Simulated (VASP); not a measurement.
Wanted: the native input for a VASP 6.6.1 run.

| Quantity | Value |
| --- | --- |
| Task | single point |
| Functional | r2SCAN |
| Potentials or basis | VASP PAW PBE potentials, release 64 (Zn, O) |
| Cutoff | 520 eV |
| k mesh | 13 × 13 × 13 |
| Occupations | fermi-dirac, width 0.1 eV |
| Spin | no spin polarisation |
| Dipole correction | no |
| Further INCAR settings | ALGO = Normal; EDIFF = 1e-07; NBANDS = 16 |

ZnO (rock salt type):

```xyz
2
Lattice="0.0000 2.1499 2.1499 2.1499 0.0000 2.1499 2.1499 2.1499 0.0000" Properties=species:S:1:pos:R:3 pbc="T T T"
Zn    0.0000    0.0000    0.0000
O     2.1499    2.1499    2.1499
```

These files were run (other wordings do the same):

POSCAR

```
ZnO
1.0
    0.0000000000      2.1498827932      2.1498827932
    2.1498827932      0.0000000000      2.1498827932
    2.1498827932      2.1498827932      0.0000000000
Zn O
1 1
Direct
    0.0000000000      0.0000000000      0.0000000000
    0.5000000000      0.5000000000      0.5000000000
```

INCAR.step1

```
SYSTEM = ZnO
PREC = Accurate ; ENCUT = 520
ISMEAR = -1 ; SIGMA = 0.1
LREAL = .FALSE. ; LASPH = .TRUE.
NELM = 80 ; NBANDS = 16
GGA = PE ; ALGO = Normal
EDIFF = 1E-4 ; LWAVE = .TRUE.
LCHARG = .FALSE.
```

INCAR.step2

```
SYSTEM = ZnO
PREC = Accurate ; ENCUT = 520
EDIFF = 1E-7 ; ISMEAR = -1
SIGMA = 0.1 ; LREAL = .FALSE.
LASPH = .TRUE. ; NELM = 80
ALGO = Normal ; ISIF = 2
LWAVE = .FALSE. ; LCHARG = .FALSE.
METAGGA = R2SCAN ; LMIXTAU = .TRUE.
NBANDS = 16 ; ISTART = 1
```

KPOINTS

```
regular mesh
0
G
  13 13 13
  0 0 0
```

Potentials or basis: VASP PAW PBE potentials, release 64 (Zn, O).

Command:

```bash
$ cat potpaw_PBE.64/Zn/POTCAR potpaw_PBE.64/O/POTCAR > POTCAR
$ cp INCAR.step1 INCAR
$ mpirun -np 1 vasp_std > vasp.out
$ cp INCAR.step2 INCAR
$ mpirun -np 1 vasp_std > vasp.out
```

It gave:

```yaml
Pressure: -2.7 GPa
Band_gap_on_the_k_mesh: 1.45 eV, indirect (least direct gap 2.79 eV)
```

Caveat: the PAW data sets were made with another functional, which shifts forces and pressure a little.

It took 64 s on 1 thread of Intel(R) Xeon(R) Platinum 8488C (Sapphire Rapids), with other jobs on the host, peak memory 0.16 GiB.
